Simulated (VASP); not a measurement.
TaN: single point with LDA

TaN:

```xyz
2
Lattice="0.0000 2.2356 2.2356 2.2356 0.0000 2.2356 2.2356 2.2356 0.0000" Properties=species:S:1:pos:R:3 pbc="T T T"
Ta    2.2356    2.2356    2.2356
N     0.0000    0.0000    0.0000
```

* Program: VASP 6.6.1
* Task: single point
* Functional: LDA
* Potentials or basis: VASP PAW LDA potentials, release 64 (Ta_pv, N)
* Cutoff: 520 eV
* k mesh: 11 × 11 × 11
* Occupations: fermi-dirac, width 0.1 eV
* Spin: no spin polarisation

```
Pressure               : -24.5 GPa
Band gap on the k mesh : zero (band 8 reaches 10.39 eV, above the bottom of band 9 at 6.83 eV)
```

Levels at points of the mesh, in eV from the Fermi level:
```csv
k point,band 5,band 6,band 7,band 8,band 9,band 10,band 11,band 12
"(0.00, 0.00, 0.00)",-3.63,-3.63,-3.63,-2.00,-2.00,-2.00,-0.02,-0.02
```

It used 9.1 s of CPU time on 1 thread of Intel Xeon 6975P-C (shared host).

Caveat: spin-orbit coupling is left out, which moves the levels of the heavy elements.
